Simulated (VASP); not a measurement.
A run of VASP 6.6.1 is set up as follows.

INCAR

```
ALGO = Normal ; EDIFF = 1E-6
EDIFFG = -0.005 ; ENCUT = 600
GGA = PE ; IBRION = 2
ISIF = 3 ; ISMEAR = -1
LASPH = True ; LCHARG = False
LREAL = False ; LWAVE = False
NELM = 80 ; NSW = 32
PREC = Accurate ; PSTRESS = 1500.0
SIGMA = 0.05
```

File KPOINTS:

```
k-points
0
Gamma
  16 16 14
```

POSCAR

```
AlCo
1.0
    2.3540451949      0.0000000000      0.0000000000
   -1.1770225974      2.0386629404      0.0000000000
    0.0000000000      0.0000000000      3.4126400756
Co Al
1 1
Direct
    0.0000000000      0.0000000000      0.0000000000
    0.3333333333      0.6666666667      0.5000000000
```

Potentials or basis: VASP PAW PBE potentials, release 64 (Co, Al).

Command:

```console
$ cat potpaw_PBE.64/Co/POTCAR potpaw_PBE.64/Al/POTCAR > POTCAR
$ mpirun -np 1 vasp_std > vasp.out
```

Problem. What does it give for the band gap on the k mesh?

Solution. Zero (band 6 reaches 16.93 eV, above the bottom of band 7 at 14.62 eV).

Problem. What does it give for the relaxed volume?

Solution. 8.19 Å³/atom.

Problem. Estimate the relaxed cell.

Solution. a = 2.355 Å, b = 2.355 Å, c = 3.412 Å, α = 90.00°, β = 90.00°, γ = 120.00°.

Problem. Estimate the space group after relaxing (to 0.05 Å).

Solution. P-6m2 (No. 187).

The path:
```tsv
step	energy change (eV)	largest force (eV/Å)	pressure (GPa)	volume (Å³)
1	0.0000	0.0000	150.10	16.38
2	-0.0110	0.0000	149.50	16.39
3	-0.0033	0.0000	149.90	16.38
4	-0.0006	0.0000	150.03	16.38
5	-0.0021	0.0000	149.96	16.38
```

Caveat: the cell is relaxed towards a set pressure, so the enthalpy falls and the energy may rise. Spin polarisation is off, so any magnetic state and its effect on volume and gap are missing.
